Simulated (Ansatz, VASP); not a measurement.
**VN2 in VASP and in Ansatz**

The input INCAR:

```
PREC     = Accurate       # precision mode
ENCUT    = 520            # plane-wave cutoff, eV
EDIFF    = 1E-6           # SCF threshold, eV
ISMEAR   = 0              # smearing method
SIGMA    = 0.15           # smearing width, eV
LREAL    = False          # projectors in reciprocal space
LASPH    = True           # aspherical terms in the spheres
NELM     = 100            # most SCF steps
ALGO     = Normal         # electronic algorithm
ISIF     = 2              # what is computed and relaxed
LWAVE    = False          # write WAVECAR
LCHARG   = False          # write CHGCAR
GGA      = PS             # functional
NBANDS   = 32             # bands
```

Contents of KPOINTS:

```
regular mesh
0
Gamma
  16 16 16
```

The input POSCAR:

```
VN2
1.0
   -2.1676032501      2.0930419589      2.4552814625
    2.1676032501     -2.0930419589      2.4552814625
    2.1676032501      2.0930419589     -2.4552814625
V N
2 4
Direct
    0.2500000000      0.2500000000      0.0000000000
    0.7500000000      0.7500000000      0.0000000000
    0.1142608421      0.6142608421      0.7285216842
    0.6142608421      0.8857391579      0.5000000000
    0.8857391579      0.3857391579      0.2714783158
    0.3857391579      0.1142608421      0.5000000000
```

Input for Ansatz:

```yaml
crystal:
  lattice:
    - [-2.1676032501, 2.0930419589, 2.4552814625]
    - [2.1676032501, -2.0930419589, 2.4552814625]
    - [2.1676032501, 2.0930419589, -2.4552814625]
  atoms:
    - { symbol: V, position: [0.25, 0.25, 0.0] }
    - { symbol: V, position: [0.75, 0.75, 0.0] }
    - { symbol: "N", position: [0.1142608421, 0.6142608421, 0.7285216842] }
    - { symbol: "N", position: [0.6142608421, 0.8857391579, 0.5] }
    - { symbol: "N", position: [0.8857391579, 0.3857391579, 0.2714783158] }
    - { symbol: "N", position: [0.3857391579, 0.1142608421, 0.5] }
basis:
  ecutwfc: 420
kpoints:
  mp_grid: { grid: [16, 16, 16] }
hamiltonian:
  xc: pbesol
scf:
  occupations: { method: gaussian, width: 0.15 }
output:
  forces: true
  stress: true
  eigenvalues: true
```

Change from the starting cell: strain +0.0175 x Voigt [1, -1, 0, 0, 0, 0], atoms carried along.

Alike in both runs: task single point; functional PBEsol; k mesh 16 × 16 × 16; occupations gaussian, width 0.15 eV; no spin polarisation.

|  | VASP | Ansatz |
| --- | --- | --- |
| version | VASP 6.6.1 | Ansatz 0.2.0 |
| potentials or method | VASP PAW PBE potentials, release 64 (V_sv, N), cutoff 520 eV | scalar-relativistic, plane waves, PAW |
| valence electrons in the cell | 46 | 46 |

|  | VASP | Ansatz | Ansatz less VASP |
| --- | --- | --- | --- |
| gap on the k mesh at the Fermi level (eV) | none | none | - |
| pressure (GPa) | 1.3 | 0.5 | -0.83 |
| traceless stress, the component that is largest in VASP (GPa) | 8.93 | 8.74 | -0.187 |
| rms of the force components (eV/Å) | 0.097 | 0.092 | -0.0048 |

VASP's potentials were made for PBE, not for PBEsol. Atom by atom the forces differ by 0.040 eV/Å (rms over components). A gap of «none» marks a metal or a gap that the smearing closes. With one functional, cell and mesh, what is left measures potentials, basis and numerics.
